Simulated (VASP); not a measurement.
# Zr (Fm-3m) in VASP: further runs

The runs below take Zr through single point, relaxation of cell and atoms, with LDA.

Program: VASP 6.6.1. These are calculated values, not measurements. Logs are shortened: lines on timing, memory, paths and dates and some standing lists are left out, and cuts for length are marked.

## (1) The cell of the first run

It takes space group Fm-3m (No. 225, cubic). The conventional cell has a = 4.417 Å, b = 4.417 Å, c = 4.417 Å, α = 90.00°, β = 90.00°, γ = 90.00°. Zr (site symmetry m-3m) has 12 Zr at 3.12 Å within 4.1 Å.

## (2) Single point, LDA

Contents of INCAR:

```
PREC = Accurate
ENCUT = 520
EDIFF = 1E-7
ISMEAR = 0
SIGMA = 0.1
LREAL = F
LASPH = T
NELM = 80
ALGO = Fast
ISIF = 2
LWAVE = F
LCHARG = T
GGA = CA
LELF = T
LVHAR = T
NBANDS = 12
```

Contents of KPOINTS:

```
Automatic mesh
0
Gamma
  16 16 16
```

Contents of POSCAR:

```
Zr
1.0
    0.0000000000      2.2085028447      2.2085028447
    2.2085028447      0.0000000000      2.2085028447
    2.2085028447      2.2085028447      0.0000000000
Zr
1
Direct
    0.0000000000      0.0000000000      0.0000000000
```

Potentials or basis: VASP PAW LDA potentials, release 64 (Zr_sv).

Started as:

```console
cat potpaw_LDA.64/Zr_sv/POTCAR > POTCAR
mpirun -np 1 vasp_std > vasp.out
```

OUTCAR:

```text
PREC = Accurate
   ENCUT = 520
   EDIFF = 1E-7
   ISMEAR = 0
   LREAL = F
   LASPH = T
   NELM = 80
   ISIF = 2
   GGA = CA

 ion  position               nearest neighbor table
   1  0.000  0.000  0.000-

  LATTYP: Found a face centered cubic cell.
 ALAT       =     4.4170056894

  Lattice vectors:

 A1 = (   0.0000000000,   2.2085028447,   2.2085028447)
 A2 = (   2.2085028447,   0.0000000000,   2.2085028447)
 A3 = (   2.2085028447,   2.2085028447,   0.0000000000)

Analysis of symmetry for initial positions (statically):
=====================================================================
 Subroutine PRICEL returns:
 Original cell was already a primitive cell.

 Routine SETGRP: Setting up the symmetry group for a
 face centered cubic supercell.

 Subroutine GETGRP returns: Found 48 space group operations
 (whereof 48 operations were pure point group operations)
 out of a pool of 48 trial point group operations.

The static configuration has the point symmetry O_h .

Analysis of symmetry for dynamics (positions and initial velocities):
=====================================================================
 Subroutine PRICEL returns:
 Original cell was already a primitive cell.

 Routine SETGRP: Setting up the symmetry group for a
 face centered cubic supercell.

 Subroutine GETGRP returns: Found 48 space group operations
 (whereof 48 operations were pure point group operations)
 out of a pool of 48 trial point group operations.

The dynamic configuration has the point symmetry O_h .

 Subroutine INISYM returns: Found 48 space group operations
 (whereof 48 operations are pure point group operations),
 and found     1 'primitive' translations

----------------------------------------------------------------------------------------

                                     Primitive cell

  volume of cell :      21.5439

  direct lattice vectors                    reciprocal lattice vectors
     0.000000000  2.208502845  2.208502845    -0.226397716  0.226397716  0.226397716
     2.208502845  0.000000000  2.208502845     0.226397716 -0.226397716  0.226397716
     2.208502845  2.208502845  0.000000000     0.226397716  0.226397716 -0.226397716

  length of vectors
     3.123294676  3.123294676  3.123294676     0.392132347  0.392132347  0.392132347

  position of ions in fractional coordinates (direct lattice)
     0.000000000  0.000000000  0.000000000

  ion indices of the primitive-cell ions
   primitive index   ion index
                 1           1

----------------------------------------------------------------------------------------

 KPOINTS: Automatic mesh

Automatic generation of k-mesh.
 Grid dimensions read from file:
 generate k-points for:   16   16   16

 Generating k-lattice:

  Cartesian coordinates                     Fractional coordinates (reciprocal lattice)
    -0.014149857  0.014149857  0.014149857     0.062500000  0.000000000  0.000000000
     0.014149857 -0.014149857  0.014149857     0.000000000  0.062500000  0.000000000
     0.014149857  0.014149857 -0.014149857     0.000000000  0.000000000  0.062500000

  Length of vectors
     0.024508272  0.024508272  0.024508272

  Shift w.r.t. Gamma in fractional coordinates (k-lattice)
     0.000000000  0.000000000  0.000000000

 Subroutine IBZKPT returns following result:
 ===========================================

 Found    145 irreducible k-points:

 Following reciprocal coordinates:
            Coordinates               Weight
  0.000000  0.000000  0.000000      1.000000
  0.062500  0.000000  0.000000      8.000000
  0.125000  0.000000  0.000000      8.000000
  0.187500  0.000000  0.000000      8.000000
  0.250000  0.000000  0.000000      8.000000
  0.312500  0.000000  0.000000      8.000000
[... 16 lines left out ...]
 -0.125000  0.062500  0.000000     24.000000
 -0.062500  0.062500  0.000000     12.000000
 [... further k-points ...]
   k-points           NKPTS =    145   k-points in BZ     NKDIM =    145   number of bands    NBANDS=     12
   number of dos      NEDOS =    301   number of ions     NIONS =      1
   total plane-waves  NPLWV =  13824
   dimension x,y,z NGX =    24 NGY =   24 NGZ =   24
   dimension x,y,z NGXF=    48 NGYF=   48 NGZF=   48
   ions per type =               1
   NGX,Y,Z   is equivalent  to a cutoff of  12.77, 12.77, 12.77 a.u.
   NGXF,Y,Z  is equivalent  to a cutoff of  25.55, 25.55, 25.55 a.u.
 SYSTEM =  unknown system
   PREC   = accura    normal or accurate (medium, high low for compatibility)
   ISTART =      0    job   : 0-new  1-cont  2-samecut
   ICHARG =      2    charge: 1-file 2-atom 10-const
   ISPIN  =      1    spin polarized calculation?
   LNONCOLLINEAR =      F non collinear calculations
   LSORBIT =      F    spin-orbit coupling
   LASPH  =      T    aspherical Exc in radial PAW
   ENCUT  =  520.0 eV  38.22 Ry    6.18 a.u.   5.81  5.81  5.81*2*pi/ulx,y,z
   NELM   =     80;   NELMIN=  2; NELMDL= -5     # of ELM steps
   EDIFF  = 0.1E-06   stopping-criterion for ELM
   LREAL  =      F    real-space projection
   EDIFFG = 0.1E-05   stopping-criterion for IOM
   NSW    =      0    number of steps for IOM
   IBRION =     -1    ionic relax: 0-MD 1-quasi-New 2-CG
   NFREE  =      0    steps in history (QN), initial steepest desc. (CG)
   ISIF   =      2    stress and relaxation
   ISYM   =      2    0-nonsym 1-usesym 2-fastsym
   POTIM  = 0.5000    time-step for ionic-motion
   TEBEG  =    0.0;   TEEND  =   0.0 temperature during run
   PSTRESS=    0.0 pullay stress
   NELECT =      12.0000    total number of electrons
   NUPDOWN=      -1.0000    fix difference up-down
   EMIN   =  10.00;   EMAX   =-10.00  energy-range for DOS
   EFERMI =   0.00;   METHOD = LEGACY
   ISMEAR =     0;   SIGMA  =   0.10  broadening in eV -4-tet -1-fermi 0-gaus
   EFERMI_NEDOS =   21; number of points for ismear=-14 and -15
   IALGO  =     68    algorithm
   IMIX   =      4    mixing-type and parameters
     AMIX     =   0.40;   BMIX     =  1.00
     AMIX_MAG =   1.60;   BMIX_MAG =  1.00
  volume/ion in A,a.u.               =      21.54       145.39
  Fermi-wavevector in a.u.,A,eV,Ry     =   1.346978  2.545420 24.685740  1.814351
  Thomas-Fermi vector in A             =   2.474766
   LORBIT       =      0    0 simple, 1 ext, 2 COOP (PROOUT), +10 PAW based schemes
   GGA     = CA    functional components
   LHFCALC =     F    Hartree Fock is set to
   AEXX    =    0.0000 exact exchange contribution
   IVDW    =     0    specifies the selected vdW correction
   LEPSILON=     F    determine dielectric tensor
   LRPA    =     F    only Hartree local field effects (RPA)
 non-spin polarized calculation
 RMM-DIIS sequential band-by-band and
 Gauss-broadening in eV      SIGMA  =   0.10
  energy-cutoff  :      520.00
  volume of cell :       21.54
 maximum number of plane-waves:       604
   NGX = 11   NGY = 11   NGZ = 11

 number of electron      12.0000000 magnetization

 Free energy of the ion-electron system (eV)
  ---------------------------------------------------
  ext. energy  EPLUGINS =         0.00000000
  ---------------------------------------------------
  free energy    TOTEN  =        -9.27012388 eV

  energy without entropy =       -9.26232495  energy(sigma->0) =       -9.26622441

 E-fermi :   9.6015     XC(G=0): -11.6513

 val. band max:        9.5778463651   @ k =   0.2500   0.0000   0.0000
 cond. band min:       9.6127607949   @ k =  -0.4375   0.3125   0.1250
 fundamental gap:      0.0349144297
 Fermi energy:         9.6015141405

 k-point     1 :       0.0000    0.0000    0.0000
  band No.  band energies     occupation
      1     -38.7196      2.00000
      2     -16.2451      2.00000
      3     -16.2451      2.00000
      4     -16.2451      2.00000
      5       3.9338      2.00000
      6      10.5447      0.00000
      7      10.5447      0.00000
      8      10.5447      0.00000
      9      13.1953      0.00000
     10      13.1953      0.00000
     11      20.2907      0.00000
     12      24.7034      0.00000

 k-point     2 :       0.0625    0.0000    0.0000
  band No.  band energies     occupation
      1     -38.7122      2.00000
      2     -16.2966      2.00000
      3     -16.2513      2.00000
      4     -16.2513      2.00000
      5       4.0723      2.00000
      6      10.4172      0.00000
      7      10.6103      0.00000
      8      10.6103      0.00000
      9      13.1263      0.00000
     10      13.1263      0.00000
     11      20.5900      0.00000
     12      24.1410      0.00000

 k-point     3 :       0.1250    0.0000    0.0000
  band No.  band energies     occupation
      1     -38.6911      2.00000
      2     -16.4410      2.00000
      3     -16.2689      2.00000
      4     -16.2689      2.00000
      5       4.4664      2.00000
      6      10.1040      0.00000
      7      10.7733      0.00000
      8      10.7733      0.00000
      9      12.9825      0.00000
     10      12.9825      0.00000
     11      21.3477      0.00000
     12      23.1486      0.00000
[... 286 lines left out ...]
 k-point    23 :      -0.1250    0.0625    0.0000
  band No.  band energies     occupation
      1     -38.6756      2.00000
      2     -16.5259      2.00000
      3     -16.3159      2.00000
      4     -16.2671      2.00000
      5       4.7575      2.00000
      6       9.8778      0.00009
      7      10.8817      0.00000
      8      10.9006      0.00000
      9      12.6013      0.00000
     10      13.2254      0.00000
     11      21.8604      0.00000
     12      22.9168      0.00000

 k-point    24 :      -0.0625    0.0625    0.0000
  band No.  band energies     occupation
      1     -38.7003      2.00000
      2     -16.3683      2.00000
      3     -16.2802      2.00000
      4     -16.2530      2.00000
      5       4.2967      2.00000
      6      10.2102      0.00000
      7      10.7046      0.00000
      8      10.7375      0.00000
      9      12.8727      0.00000
     10      13.1860      0.00000
     11      21.0572      0.00000
     12      23.6624      0.00000

 [... further k-points ...]
[... 5 lines left out ...]
  --------------------------------------------------------------------------------------
  -------------------------------------------------------------------------------------
  Total        0.0121997      0.0121997      0.0121997     -0.0000000     -0.0000000      0.0000000
  in kB        0.9072660      0.9072660      0.9072660     -0.0000000     -0.0000000      0.0000000
  external PRESSURE =       0.9072660 kB  Pullay stress =       0.0000000 kB

 VOLUME and BASIS-vectors are now :
 -----------------------------------------------------------------------------
  energy-cutoff  :      520.00
  volume of cell :       21.54
      direct lattice vectors                 reciprocal lattice vectors
     0.000000000  2.208502845  2.208502845    -0.226397716  0.226397716  0.226397716
     2.208502845  0.000000000  2.208502845     0.226397716 -0.226397716  0.226397716
     2.208502845  2.208502845  0.000000000     0.226397716  0.226397716 -0.226397716

 POSITION                                       TOTAL-FORCE (eV/Angst)
 -----------------------------------------------------------------------------------
      0.00000      0.00000      0.00000         0.000000      0.000000      0.000000
 -----------------------------------------------------------------------------------
    total drift:                                0.000000      0.000000      0.000000

  FREE ENERGIE OF THE ION-ELECTRON SYSTEM (eV)
  ---------------------------------------------------
  free  energy   TOTEN  =        -9.2701238835 eV

  energy  without entropy=       -9.2623249457  energy(sigma->0) =       -9.26622441
```

Wall time 85 s (1 thread of Intel Xeon 6975P-C, shared host); peak memory 0.15 GiB.

What came out:

- Free energy: -9.2701 eV
- Pressure: 0.1 GPa
- Band gap on the k mesh: zero (band 6 reaches 10.54 eV, above the bottom of band 7 at 9.17 eV)

Levels at points of the mesh, in eV from the Fermi level:
```
           k point  band 2  band 3  band 4  band 5  band 6  band 7  band 8  band 9  band 10  band 11
(0.00, 0.00, 0.00)  -25.85  -25.85  -25.85   -5.67    0.94    0.94    0.94    3.59     3.59    10.69
(0.50, 0.00, 0.00)  -27.10  -26.01  -26.01   -3.16    0.73    0.73    1.47    5.61     5.61    10.48
(0.50, 0.50, 0.00)  -27.01  -26.29  -26.29   -3.32   -2.49    3.49    5.60    6.20     6.20    10.37
```

## (3) Relaxation of cell and atoms, LDA

This run uses another cell than the first one, of 22.93 Å³/atom, 1.065 times its volume.

Contents of INCAR:

```
SYSTEM = Zr
PREC = Accurate
ENCUT = 600
EDIFF = 1E-6
ISMEAR = 0
SIGMA = 0.1
LREAL = .False.
LASPH = .True.
NELM = 80
ALGO = Normal
ISIF = 3
LWAVE = .False.
LCHARG = .False.
IBRION = 2
NSW = 100
EDIFFG = -0.005
```

Contents of KPOINTS:

```
regular mesh
0
Gamma
  16 16 16
  0 0 0
```

Contents of POSCAR:

```
Zr
1.0
    0.0000000000      2.2550000000      2.2550000000
    2.2550000000      0.0000000000      2.2550000000
    2.2550000000      2.2550000000      0.0000000000
Zr
1
Direct
    0.0000000000      0.0000000000      0.0000000000
```

Potentials or basis: VASP PAW LDA potentials, release 64 (Zr_sv).

Started as:

```console
cat potpaw_LDA.64/Zr_sv/POTCAR > POTCAR
mpirun -np 1 vasp_std > vasp.out
```

Run time: 5 min. Hardware: 1 thread of Intel Xeon 6975P-C, shared host; peak memory 0.18 GiB.

The run converged. Its results:

- Free energy: -9.2705 eV
- Relaxed volume: 21.56 Å³/atom
- Relaxed cell: a = 3.124 Å, b = 3.124 Å, c = 3.124 Å, α = 60.00°, β = 60.00°, γ = 60.00°
- Space group after relaxing (to 0.05 Å): Fm-3m (No. 225)
- Energy gained by relaxing: 25.2 meV/atom
- Ionic steps: 7
- Pressure after relaxing: 0.0 GPa
- Band gap on the k mesh: zero (band 6 reaches 10.53 eV, above the bottom of band 7 at 9.16 eV)

The path:
```
step  energy change (eV)  largest force (eV/Å)  pressure (GPa)  volume (Å³)
   1              0.0000                0.0000           -5.64        22.93
   2             -0.0017                0.0000            6.47        20.36
   3             -0.0252                0.0000           -0.04        21.58
   4             -0.0252                0.0000            0.06        21.55
   5             -0.0252                0.0000           -0.05        21.58
   6             -0.0252                0.0000           -0.04        21.57
   7             -0.0252                0.0000            0.01        21.56
```

Final structure:
```cif
data_structure
_symmetry_space_group_name_H-M 'P 1'
_symmetry_Int_Tables_number 1
_cell_length_a 3.1242
_cell_length_b 3.1242
_cell_length_c 3.1242
_cell_angle_alpha 60.000
_cell_angle_beta 60.000
_cell_angle_gamma 60.000
_cell_volume 21.56
loop_
_atom_site_label
_atom_site_type_symbol
_atom_site_fract_x
_atom_site_fract_y
_atom_site_fract_z
_atom_site_occupancy
Zr1 Zr 0.00000 0.00000 0.00000 1
```

Levels at points of the mesh, in eV from the Fermi level:
| k point | band 2 | band 3 | band 4 | band 5 | band 6 | band 7 | band 8 | band 9 | band 10 |
| --- | --- | --- | --- | --- | --- | --- | --- | --- | --- |
| (0.00, 0.00, 0.00) | -25.85 | -25.85 | -25.85 | -5.67 | 0.94 | 0.94 | 0.94 | 3.59 | 3.59 |
| (0.50, 0.00, 0.00) | -27.10 | -26.01 | -26.01 | -3.16 | 0.73 | 0.73 | 1.47 | 5.60 | 5.60 |
| (0.50, 0.50, 0.00) | -27.01 | -26.29 | -26.29 | -3.32 | -2.49 | 3.49 | 5.60 | 6.19 | 6.19 |

## (4) Single point, LDA

This run uses another cell than the first one, of 22.93 Å³/atom, 1.065 times its volume.

Contents of INCAR:

```
SYSTEM = Zr
PREC = Accurate
ENCUT = 500
EDIFF = 1E-6
ISMEAR = 0
SIGMA = 0.1
LREAL = .FALSE.
LASPH = .TRUE.
NELM = 120
ALGO = Normal
ISIF = 2
LWAVE = .FALSE.
LCHARG = .FALSE.
GGA = CA
NBANDS = 12
GGA_COMPAT = .FALSE.
```

Contents of KPOINTS:

```
Automatic mesh
0
G
  8 8 8
  0 0 0
```

POSCAR is that of step 3.

Started as:

```console
cat potpaw_LDA.64/Zr_sv/POTCAR > POTCAR
mpirun -np 1 vasp_std > vasp.out
```

Wall time 3.7 s (1 thread of Intel Xeon 6975P-C, shared host); peak memory 0.13 GiB.

It converged, with:

```
Free energy            : -9.2486 eV
Pressure               : -5.9 GPa
Band gap on the k mesh : zero (band 6 reaches 9.81 eV, above the bottom of band 7 at 8.48 eV)
```

Levels at points of the mesh, in eV from the Fermi level:
```
           k point  band 4  band 5  band 6  band 7  band 8  band 9
(0.00, 0.00, 0.00)  -26.01   -5.54    0.97    0.97    0.97    3.41
(0.50, 0.00, 0.00)  -26.14   -2.97    0.78    0.78    1.25    5.26
(0.50, 0.50, 0.00)  -26.38   -3.03   -2.23    3.15    5.25    5.80
```

## (5) Overview

| task | cell | k mesh | cutoff (eV) | gap on the mesh (eV) | pressure (GPa) |
| --- | --- | --- | --- | --- | --- |
| single point | a = 3.123 Å, angles 60.0°, 1 atom | 16 × 16 × 16 | 520 | none | 0.1 |
| relaxation of cell and atoms | relaxed from a = 3.189 Å, angles 60.0°, 1 atom | 16 × 16 × 16 | 600 | none | 0.0 |
| single point | a = 3.189 Å, angles 60.0°, 1 atom | 8 × 8 × 8 | 500 | none | -5.9 |

Alike in all rows: level LDA; potentials or basis VASP PAW LDA potentials, release 64 (Zr_sv); no spin polarisation; smearing gaussian 0.1 eV.

Total energies depend on the potentials used, so only differences within one code and one set of settings carry meaning.
